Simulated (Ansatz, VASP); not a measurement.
**One calculation of ScTaN, two programs**

```
CELL_PARAMETERS angstrom
3.08507 0.00000 0.00000
-1.54253 2.67175 0.00000
0.00000 0.00000 10.34014
ATOMIC_POSITIONS crystal
Ta 0.33333 0.66667 0.24563
Ta 0.66667 0.33333 0.75437
Sc 0.00000 0.00000 0.00000
Sc 0.00000 0.00000 0.50000
N 0.33333 0.66667 0.62984
N 0.66667 0.33333 0.37016
```

Alike in both runs: functional r2SCAN; k mesh 10 × 10 × 3; occupations fermi-dirac, width 0.05 eV; no spin polarisation; Hubbard terms Sc d U = 4.0 eV, Ta d U = 4.0 eV.

|  | VASP | Ansatz |
| --- | --- | --- |
| version | VASP 6.6.1 | Ansatz 0.2.0 |
| potentials or method | VASP PAW PBE potentials, release 64 (Ta_pv, Sc_sv, N) | Ansatz PAW |
| plane-wave cutoff (eV) | 520 | 500 |
| valence electrons in the cell | 54 | 58 |
| task | single point | band structure |

|  | VASP | Ansatz | Ansatz less VASP |
| --- | --- | --- | --- |
| gap on the k mesh at the Fermi level (eV) | none | none | - |
| pressure (GPa) | 11.3 | 4.8 | -6.52 |
| traceless stress, the component that is largest in VASP (GPa) | -0.10 | -0.75 | -0.644 |
| rms of the force components (eV/Å) | 0.212 | 0.160 | -0.0522 |

VASP's potentials were made for PBE, not for r2SCAN. The programs project onto different local orbitals, so the same U acts differently, and such runs can settle in different states. Atom by atom the forces differ by 0.096 eV/Å (rms over components). A gap of «none» marks a metal or a gap that the smearing closes. VASP's potentials hold 54 valence electrons a cell and Ansatz's 58, so a difference there can come from the potentials and not from the codes.

Spin-orbit coupling is off throughout.
